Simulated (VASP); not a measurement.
# Rb (Im-3m) in VASP: notebook

The runs below take Rb through single point, with PBE.

Program: VASP 6.6.1. These are calculated values, not measurements. Logs are shortened: lines on timing, memory, paths and dates and some standing lists are left out, and cuts for length are marked.

### Step 1. The cell of the first run

Symmetry: Im-3m, No. 229, cubic system. Conventional cell: a = 4.502 Å, b = 4.502 Å, c = 4.502 Å, α = 90.00°, β = 90.00°, γ = 90.00°. Within 5.1 Å of Rb (site symmetry m-3m) lie 14 Rb at 3.90 to 4.50 Å.

### Step 2. Single point, PBE (volume scaled by 0.5)

File INCAR:

```
PREC = Accurate ; ENCUT = 520
EDIFF = 1E-6 ; ISMEAR = -1
SIGMA = 0.1 ; LREAL = F
LASPH = T ; NELM = 80
ALGO = Normal ; ISIF = 2
LWAVE = F ; LCHARG = F
GGA = PE ; NBANDS = 10
```

File KPOINTS:

```
regular mesh
0
Gamma
  10 10 10
```

File POSCAR:

```
Rb
1.0
   -2.2508556417      2.2508556417      2.2508556417
    2.2508556417     -2.2508556417      2.2508556417
    2.2508556417      2.2508556417     -2.2508556417
Rb
1
Direct
    0.0000000000      0.0000000000      0.0000000000
```

Potentials or basis: VASP PAW PBE potentials, release 64 (Rb_sv).

Run with:

```console
cat potpaw_PBE.64/Rb_sv/POTCAR > POTCAR
mpirun -np 1 vasp_std > vasp.out
```

OUTCAR:

```text
PREC = Accurate
   ENCUT = 520
   EDIFF = 1E-6
   ISMEAR = -1
   LREAL = F
   LASPH = T
   NELM = 80
   ISIF = 2
   GGA = PE

 ion  position               nearest neighbor table
   1  0.000  0.000  0.000-

  LATTYP: Found a body centered cubic cell.
 ALAT       =     4.5017112834

  Lattice vectors:

 A1 = (  -2.2508556417,   2.2508556417,   2.2508556417)
 A2 = (   2.2508556417,  -2.2508556417,   2.2508556417)
 A3 = (   2.2508556417,   2.2508556417,  -2.2508556417)

Analysis of symmetry for initial positions (statically):
=====================================================================
 Subroutine PRICEL returns:
 Original cell was already a primitive cell.

 Routine SETGRP: Setting up the symmetry group for a
 body centered cubic supercell.

 Subroutine GETGRP returns: Found 48 space group operations
 (whereof 48 operations were pure point group operations)
 out of a pool of 48 trial point group operations.

The static configuration has the point symmetry O_h .

Analysis of symmetry for dynamics (positions and initial velocities):
=====================================================================
 Subroutine PRICEL returns:
 Original cell was already a primitive cell.

 Routine SETGRP: Setting up the symmetry group for a
 body centered cubic supercell.

 Subroutine GETGRP returns: Found 48 space group operations
 (whereof 48 operations were pure point group operations)
 out of a pool of 48 trial point group operations.

The dynamic configuration has the point symmetry O_h .

 Subroutine INISYM returns: Found 48 space group operations
 (whereof 48 operations are pure point group operations),
 and found     1 'primitive' translations

----------------------------------------------------------------------------------------

                                     Primitive cell

  volume of cell :      45.6145

  direct lattice vectors                    reciprocal lattice vectors
    -2.250855642  2.250855642  2.250855642     0.000000000  0.222137747  0.222137747
     2.250855642 -2.250855642  2.250855642     0.222137747  0.000000000  0.222137747
     2.250855642  2.250855642 -2.250855642     0.222137747  0.222137747  0.000000000

  length of vectors
     3.898596332  3.898596332  3.898596332     0.314150214  0.314150214  0.314150214

  position of ions in fractional coordinates (direct lattice)
     0.000000000  0.000000000  0.000000000

  ion indices of the primitive-cell ions
   primitive index   ion index
                 1           1

----------------------------------------------------------------------------------------

 KPOINTS: regular mesh

Automatic generation of k-mesh.
 Grid dimensions read from file:
 generate k-points for:   10   10   10

 Generating k-lattice:

  Cartesian coordinates                     Fractional coordinates (reciprocal lattice)
     0.000000000  0.022213775  0.022213775     0.100000000  0.000000000  0.000000000
     0.022213775  0.000000000  0.022213775     0.000000000  0.100000000  0.000000000
     0.022213775  0.022213775  0.000000000     0.000000000  0.000000000  0.100000000

  Length of vectors
     0.031415021  0.031415021  0.031415021

  Shift w.r.t. Gamma in fractional coordinates (k-lattice)
     0.000000000  0.000000000  0.000000000

 Subroutine IBZKPT returns following result:
 ===========================================

 Found     47 irreducible k-points:

 Following reciprocal coordinates:
            Coordinates               Weight
  0.000000  0.000000  0.000000      1.000000
  0.100000  0.000000  0.000000     12.000000
  0.200000  0.000000  0.000000     12.000000
  0.300000  0.000000  0.000000     12.000000
  0.400000  0.000000  0.000000     12.000000
  0.500000  0.000000  0.000000      6.000000
[... 16 lines left out ...]
  0.300000  0.300000  0.100000      8.000000
 -0.300000  0.300000  0.100000     24.000000
 [... further k-points ...]
   k-points           NKPTS =     47   k-points in BZ     NKDIM =     47   number of bands    NBANDS=     10
   number of dos      NEDOS =    301   number of ions     NIONS =      1
   total plane-waves  NPLWV =  27000
   dimension x,y,z NGX =    30 NGY =   30 NGZ =   30
   dimension x,y,z NGXF=    60 NGYF=   60 NGZF=   60
   ions per type =               1
   NGX,Y,Z   is equivalent  to a cutoff of  12.79, 12.79, 12.79 a.u.
   NGXF,Y,Z  is equivalent  to a cutoff of  25.59, 25.59, 25.59 a.u.
 SYSTEM =  unknown system
   PREC   = accura    normal or accurate (medium, high low for compatibility)
   ISTART =      0    job   : 0-new  1-cont  2-samecut
   ICHARG =      2    charge: 1-file 2-atom 10-const
   ISPIN  =      1    spin polarized calculation?
   LNONCOLLINEAR =      F non collinear calculations
   LSORBIT =      F    spin-orbit coupling
   LASPH  =      T    aspherical Exc in radial PAW
   ENCUT  =  520.0 eV  38.22 Ry    6.18 a.u.   7.25  7.25  7.25*2*pi/ulx,y,z
   NELM   =     80;   NELMIN=  2; NELMDL= -5     # of ELM steps
   EDIFF  = 0.1E-05   stopping-criterion for ELM
   LREAL  =      F    real-space projection
   EDIFFG = 0.1E-04   stopping-criterion for IOM
   NSW    =      0    number of steps for IOM
   IBRION =     -1    ionic relax: 0-MD 1-quasi-New 2-CG
   NFREE  =      0    steps in history (QN), initial steepest desc. (CG)
   ISIF   =      2    stress and relaxation
   ISYM   =      2    0-nonsym 1-usesym 2-fastsym
   POTIM  = 0.5000    time-step for ionic-motion
   TEBEG  =    0.0;   TEEND  =   0.0 temperature during run
   PSTRESS=    0.0 pullay stress
   NELECT =       9.0000    total number of electrons
   NUPDOWN=      -1.0000    fix difference up-down
   EMIN   =  10.00;   EMAX   =-10.00  energy-range for DOS
   EFERMI =   0.00;   METHOD = LEGACY
   ISMEAR =    -1;   SIGMA  =   0.10  broadening in eV -4-tet -1-fermi 0-gaus
   EFERMI_NEDOS =   21; number of points for ismear=-14 and -15
   IALGO  =     38    algorithm
   IMIX   =      4    mixing-type and parameters
     AMIX     =   0.40;   BMIX     =  1.00
     AMIX_MAG =   1.60;   BMIX_MAG =  1.00
  volume/ion in A,a.u.               =      45.61       307.82
  Fermi-wavevector in a.u.,A,eV,Ry     =   0.953062  1.801027 12.358553  0.908328
  Thomas-Fermi vector in A             =   2.081683
   LORBIT       =      0    0 simple, 1 ext, 2 COOP (PROOUT), +10 PAW based schemes
   GGA     = PE    functional components
   LHFCALC =     F    Hartree Fock is set to
   AEXX    =    0.0000 exact exchange contribution
   IVDW    =     0    specifies the selected vdW correction
   LEPSILON=     F    determine dielectric tensor
   LRPA    =     F    only Hartree local field effects (RPA)
 non-spin polarized calculation
  energy-cutoff  :      520.00
  volume of cell :       45.61
 maximum number of plane-waves:      1264
 NGX is ok and might be reduce to    30
   NGX = 15   NGY = 15   NGZ = 15

 number of electron       9.0000000 magnetization

 Free energy of the ion-electron system (eV)
  ---------------------------------------------------
  ext. energy  EPLUGINS =         0.00000000
  ---------------------------------------------------
  free energy    TOTEN  =        -0.39558887 eV

  energy without entropy =       -0.36371420  energy(sigma->0) =       -0.37965154

 E-fermi :   2.3052     XC(G=0):  -7.4652

 val. band max:        2.2777316322   @ k =   0.3000   0.1000   0.1000
 cond. band min:       2.3657323183   @ k =  -0.3000   0.3000   0.3000
 fundamental gap:      0.0880006861
 Fermi energy:         2.3052193831

 k-point     1 :       0.0000    0.0000    0.0000
  band No.  band energies     occupation
      1     -26.6793      2.00000
      2     -10.4249      2.00000
      3     -10.4249      2.00000
      4     -10.4249      2.00000
      5      -0.6371      2.00000
      6       6.4137      0.00000
      7       6.4137      0.00000
      8       6.4137      0.00000
      9       8.0175      0.00000
     10       8.0175      0.00000

 k-point     2 :       0.1000    0.0000    0.0000
  band No.  band energies     occupation
      1     -26.6710      2.00000
      2     -10.5114      2.00000
      3     -10.4483      2.00000
      4     -10.4261      2.00000
      5      -0.3942      2.00000
      6       6.1499      0.00000
      7       6.1746      0.00000
      8       6.6556      0.00000
      9       7.6472      0.00000
     10       7.9549      0.00000

 k-point     3 :       0.2000    0.0000    0.0000
  band No.  band energies     occupation
      1     -26.6493      2.00000
      2     -10.7266      2.00000
      3     -10.5088      2.00000
      4     -10.4293      2.00000
      5       0.2604      2.00000
      6       5.3601      0.00000
      7       5.6075      0.00000
      8       7.3652      0.00000
      9       7.6506      0.00000
     10       7.9102      0.00000

 k-point     4 :       0.3000    0.0000    0.0000
  band No.  band energies     occupation
      1     -26.6222      2.00000
      2     -10.9735      2.00000
      3     -10.5818      2.00000
      4     -10.4333      2.00000
      5       1.1154      1.99999
      6       4.5779      0.00000
      7       5.0985      0.00000
      8       7.9851      0.00000
      9       8.0721      0.00000
     10       8.4965      0.00000

 k-point     5 :       0.4000    0.0000    0.0000
  band No.  band energies     occupation
      1     -26.6001      2.00000
      2     -11.1606      2.00000
      3     -10.6396      2.00000
      4     -10.4367      2.00000
      5       1.8164      1.98504
      6       4.2256      0.00000
      7       4.7609      0.00000
      8       8.1479      0.00000
      9       8.5200      0.00000
     10       9.9627      0.00000

 k-point     6 :       0.5000    0.0000    0.0000
  band No.  band energies     occupation
      1     -26.5916      2.00000
      2     -11.2294      2.00000
      3     -10.6614      2.00000
      4     -10.4380      2.00000
      5       2.0525      1.85201
      6       4.2150      0.00000
      7       4.6442      0.00000
      8       8.0856      0.00000
      9       9.0919      0.00000
     10       9.5673      0.00000

 k-point     7 :       0.1000    0.1000    0.0000
  band No.  band energies     occupation
      1     -26.6560      2.00000
      2     -10.6588      2.00000
      3     -10.4762      2.00000
      4     -10.4456      2.00000
      5       0.0569      2.00000
      6       5.6350      0.00000
      7       5.7409      0.00000
      8       7.1428      0.00000
      9       7.3457      0.00000
     10       8.1709      0.00000

 k-point     8 :       0.2000    0.1000   -0.0000
  band No.  band energies     occupation
      1     -26.6316      2.00000
      2     -10.8739      2.00000
      3     -10.5510      2.00000
      4     -10.4565      2.00000
      5       0.8318      2.00000
      6       4.8398      0.00000
      7       5.2246      0.00000
      8       7.4340      0.00000
      9       8.0429      0.00000
     10       8.4803      0.00000

 k-point     9 :       0.3000    0.1000    0.0000
  band No.  band energies     occupation
      1     -26.6070      2.00000
      2     -11.0722      2.00000
      3     -10.6322      2.00000
      4     -10.4624      2.00000
      5       1.6698      1.99653
      6       4.2657      0.00000
      7       4.8330      0.00000
      8       7.7252      0.00000
      9       8.7472      0.00000
     10       9.2564      0.00000
[... 118 lines left out ...]
 k-point    19 :      -0.1000    0.1000    0.1000
  band No.  band energies     occupation
      1     -26.6630      2.00000
      2     -10.5459      2.00000
      3     -10.4723      2.00000
      4     -10.4723      2.00000
      5      -0.1601      2.00000
      6       6.1537      0.00000
      7       6.1537      0.00000
      8       6.6605      0.00000
      9       6.7599      0.00000
     10       8.4275      0.00000

 k-point    20 :       0.2000    0.2000    0.1000
  band No.  band energies     occupation
      1     -26.5982      2.00000
      2     -11.0701      2.00000
      3     -10.6733      2.00000
      4     -10.5569      2.00000
      5       2.3716      0.67991
      6       4.0610      0.00000
      7       4.3021      0.00000
      8       8.4880      0.00000
      9       8.9170      0.00000
     10       9.5726      0.00000

 k-point    21 :       0.3000    0.2000    0.1000
  band No.  band energies     occupation
      1     -26.5878      2.00000
      2     -11.0672      2.00000
      3     -10.7858      2.00000
      4     -10.5780      2.00000
      5       3.0336      0.00137
      6       3.9312      0.00000
      7       4.1339      0.00000
      8       8.5211      0.00000
      9       9.0238      0.00000
     10       9.4341      0.00000

 k-point    22 :      -0.2000    0.2000    0.1000
  band No.  band energies     occupation
      1     -26.6419      2.00000
      2     -10.7309      2.00000
      3     -10.5342      2.00000
      4     -10.4890      2.00000
      5       0.4728      2.00000
      6       5.3720      0.00000
      7       5.7561      0.00000
      8       6.5728      0.00000
      9       7.2743      0.00000
     10       8.7555      0.00000

 k-point    23 :       0.3000    0.3000    0.1000
  band No.  band energies     occupation
      1     -26.5845      2.00000
      2     -10.9390      2.00000
      3     -10.9390      2.00000
      4     -10.6015      2.00000
      5       3.5932      0.00001
      6       3.8559      0.00000
      7       3.8559      0.00000
      8       8.5377      0.00000
      9       8.9986      0.00000
     10       8.9986      0.00000

 k-point    24 :      -0.3000    0.3000    0.1000
  band No.  band energies     occupation
      1     -26.6155      2.00000
      2     -10.9619      2.00000
      3     -10.6088      2.00000
      4     -10.4907      2.00000
      5       1.3087      1.99991
      6       4.5064      0.00000
      7       5.2948      0.00000
      8       6.8721      0.00000
      9       8.3932      0.00000
     10       8.9426      0.00000

 [... further k-points ...]
[... 5 lines left out ...]
  --------------------------------------------------------------------------------------
  -------------------------------------------------------------------------------------
  Total        1.8576766      1.8576766      1.8576766      0.0000000     -0.0000000     -0.0000000
  in kB       65.2495887     65.2495887     65.2495887      0.0000000     -0.0000000     -0.0000000
  external PRESSURE =      65.2495887 kB  Pullay stress =       0.0000000 kB

 VOLUME and BASIS-vectors are now :
 -----------------------------------------------------------------------------
  energy-cutoff  :      520.00
  volume of cell :       45.61
      direct lattice vectors                 reciprocal lattice vectors
    -2.250855642  2.250855642  2.250855642     0.000000000  0.222137747  0.222137747
     2.250855642 -2.250855642  2.250855642     0.222137747  0.000000000  0.222137747
     2.250855642  2.250855642 -2.250855642     0.222137747  0.222137747  0.000000000

 POSITION                                       TOTAL-FORCE (eV/Angst)
 -----------------------------------------------------------------------------------
      0.00000      0.00000      0.00000        -0.000000      0.000000      0.000000
 -----------------------------------------------------------------------------------
    total drift:                               -0.000000     -0.000000      0.000000

  FREE ENERGIE OF THE ION-ELECTRON SYSTEM (eV)
  ---------------------------------------------------
  free  energy   TOTEN  =        -0.3955888724 eV

  energy  without entropy=       -0.3637142001  energy(sigma->0) =       -0.37965154
```

Wall time 25 s (1 thread of AMD EPYC 7R43 (Zen 3), shared host); peak memory 0.14 GiB.

What came out:

```yaml
Free_energy: -0.3956 eV
Pressure: 6.5 GPa
```

[end of part 1 of 2]
